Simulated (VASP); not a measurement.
TiCo3:

```
Ti Co
1.0
     3.60000    0.00000    0.00000
     0.00000    3.60000    0.00000
     0.00000    0.00000    3.60000
Ti Co
1 3
Direct
  0.00000 0.00000 0.00000
  0.00000 0.50000 0.50000
  0.50000 0.00000 0.50000
  0.50000 0.50000 0.00000
```

Base run:

```yaml
Program: VASP 6.6.1
Functional: PBEsol
Potentials_or_basis: VASP PAW PBE potentials, release 64 (Ti_sv, Co)
Cutoff: 520 eV
k_mesh: 12 × 12 × 12
Occupations: gaussian, width 0.15 eV
Spin: collinear spin, ferromagnetic start
Starting_moments: "[0.9, 1.98, 1.98, 1.98] μB"
Fixed_moment: 6.84 μB
```

Its results: pressure 11.9 GPa; site moments Ti +0.58; Co +1.99 μB.

Question: After a change of settings the same cell gave: pressure 7.9 GPa; site moments Ti +0.34; Co +1.84 μB. Which change was it?
A. fixed moment from 6.84 μB to 1.52 μB; moments at the start from [0.9, 1.98, 1.98, 1.98] to [0.2, 0.44, 0.44, 0.44]
B. fixed moment from 6.84 μB to 5.32 μB; moments at the start from [0.9, 1.98, 1.98, 1.98] to [0.7, 1.54, 1.54, 1.54]
C. fixed moment from 6.84 μB to 6.08 μB; moments at the start from [0.9, 1.98, 1.98, 1.98] to [0.8, 1.76, 1.76, 1.76]

Answer: C.

Caveats: the cell stands under pressure; the PAW data sets were made with another functional, which shifts forces and pressure a little; the total moment is fixed, so each spin has its own Fermi level and the state may be an excited one.
